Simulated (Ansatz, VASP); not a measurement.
TlBr: VASP beside Ansatz

The input INCAR:

```
ALGO = Normal
EDIFF = 1E-6
ENCUT = 500
GGA = PS
GGA_COMPAT = F
ISIF = 2
ISMEAR = -4
LASPH = T
LCHARG = F
LREAL = F
LWAVE = F
NBANDS = 17
NELM = 120
PREC = Accurate
SIGMA = 0.1
```

KPOINTS

```
k-points
0
Gamma
  6 6 6
```

Contents of POSCAR:

```
TlBr
1.0
    3.9145325493      0.0000000000      0.0000000000
    0.0000000000      3.9145325493      0.0000000000
    0.0000000000      0.0000000000      3.9145325493
Tl Br
1 1
Direct
    0.0000000000      0.0000000000      0.0000000000
    0.5000000000      0.5000000000      0.5000000000
```

Input for Ansatz:

```yaml
crystal:
  lattice:
    - [3.91453254931, 0.0, 0.0]
    - [0.0, 3.91453254931, 0.0]
    - [0.0, 0.0, 3.91453254931]
  atoms:
    - { symbol: Tl, position: [0.0, 0.0, 0.0] }
    - { symbol: Br, position: [0.5, 0.5, 0.5] }
kpoints:
  mp_grid: { grid: [6, 6, 6] }
scf:
  occupations: { method: tetrahedron_uncorrected }
hamiltonian:
  xc: pbesol
  pseudopotentials: { kind: all_electron, lapw: { basis_error: 0.001 } }
output:
  forces: true
  stress: true
  eigenvalues: true
  eigenstates:
    nscf_kmesh: { grid: [10, 10, 10] }
    de_dk: true
    e_range: [-9, 11.58757180008]
  optics:
    e_range: [0, 30]
    de: 0.2
    sigma: 0.25
    bands: { spectra_wanted_up_to: 30 }
    nscf_kmesh: { grid: [10, 10, 10] }
checkpoint:
  write: ck
  write_wavefunctions: false
```

Alike in both runs: task single point; functional PBEsol; k mesh 6 × 6 × 6; no spin polarisation.

|  | VASP | Ansatz |
| --- | --- | --- |
| version | VASP 6.6.1 | Ansatz 0.2.0 |
| potentials or method | VASP PAW PBE potentials, release 64 (Tl_d, Br), cutoff 500 eV | all-electron LAPW, scalar-relativistic |
| occupations | tetrahedron | tetrahedron-uncorrected |

```tsv
	VASP	Ansatz	Ansatz less VASP
gap on the k mesh at the Fermi level (eV)	1.59	1.59	-0.005
pressure (GPa)	0.0	0.0	+0.03
```

VASP's potentials were made for PBE, not for PBEsol. Ansatz ran all-electron here, and VASP with PAW potentials. Ansatz's warnings: band table not solved further.

Spin-orbit coupling is off throughout.
